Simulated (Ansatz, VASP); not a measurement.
One calculation of Be3NbAs, two programs

The input INCAR:

```
PREC = Accurate ; ENCUT = 600
EDIFF = 1E-6 ; ISMEAR = 0
SIGMA = 0.1 ; LREAL = False
LASPH = True ; NELM = 60
ALGO = Normal ; ISIF = 3
LWAVE = False ; LCHARG = False
GGA = PE ; IBRION = 2
NSW = 90 ; EDIFFG = -0.04
```

File KPOINTS:

```
Automatic mesh
0
Gamma
  4 4 4
```

File POSCAR:

```
Be3NbAs
1.0
    3.8330592649      0.0000000000      0.0000000000
    0.0000000000      3.8330592649      0.0000000000
    0.0000000000      0.0000000000      3.8330592649
Be Nb As
3 1 1
Direct
    0.0000000000      0.5000000000      0.5000000000
    0.5000000000      0.0000000000      0.5000000000
    0.5000000000      0.5000000000      0.0000000000
    0.0000000000      0.0000000000      0.0000000000
    0.5000000000      0.5000000000      0.5000000000
```

Input for Ansatz:

```yaml
crystal:
  lattice:
    - [3.8330592649, 0.0, 0.0]
    - [0.0, 3.8330592649, 0.0]
    - [0.0, 0.0, 3.8330592649]
  atoms:
    - { symbol: Be, position: [0.0, 0.5, 0.5] }
    - { symbol: Be, position: [0.5, 0.0, 0.5] }
    - { symbol: Be, position: [0.5, 0.5, 0.0] }
    - { symbol: Nb, position: [0.0, 0.0, 0.0] }
    - { symbol: As, position: [0.5, 0.5, 0.5] }
basis:
  ecutwfc: 420
kpoints:
  mp_grid: { grid: [4, 4, 4] }
hamiltonian:
  xc: pbe
scf:
  occupations: { method: gaussian, width: 0.1 }
  lower_state_search: "off"
output:
  forces: true
  stress: true
  eigenvalues: true
relax:
  adjacent_minimum: "off"
  f_tol: 0.04
  max_steps: 70
  cell: { stress_tol: 0.4 }
```

Alike in both runs: task relaxation of cell and atoms; functional PBE; k mesh 4 × 4 × 4; occupations gaussian, width 0.1 eV; no spin polarisation.

|  | VASP | Ansatz |
| --- | --- | --- |
| version | VASP 6.6.1 | Ansatz 0.2.0 |
| potentials or method | VASP PAW PBE potentials, release 64 (Be, Nb_sv, As), cutoff 600 eV | scalar-relativistic, plane waves, PAW |
| valence electrons in the cell | 24 | 34 |

Ansatz gave:

| Property | Result |
| --- | --- |
| gap on the k mesh at the Fermi level, each at its own relaxed structure (eV) | none |
| relaxed volume (Å³/atom) | 14.38 |
| relaxed length of the cell vector where the two differ most in proportion (Å) | 4.158 |

Task: Which values does VASP return?

Result: gap on the k mesh at the Fermi level, each at its own relaxed structure (eV): none; relaxed volume (Å³/atom): 14.39; relaxed length of the cell vector where the two differ most in proportion (Å): 4.159.

A gap of «none» marks a metal or a gap that the smearing closes. VASP's potentials hold 24 valence electrons a cell and Ansatz's 34, so a difference there can come from the potentials and not from the codes.

The k mesh is coarse, so the values compare programs but aren't converged. Noted on VASP's run: the volume moved by over 15 % at a fixed basis, so the end points are rough.
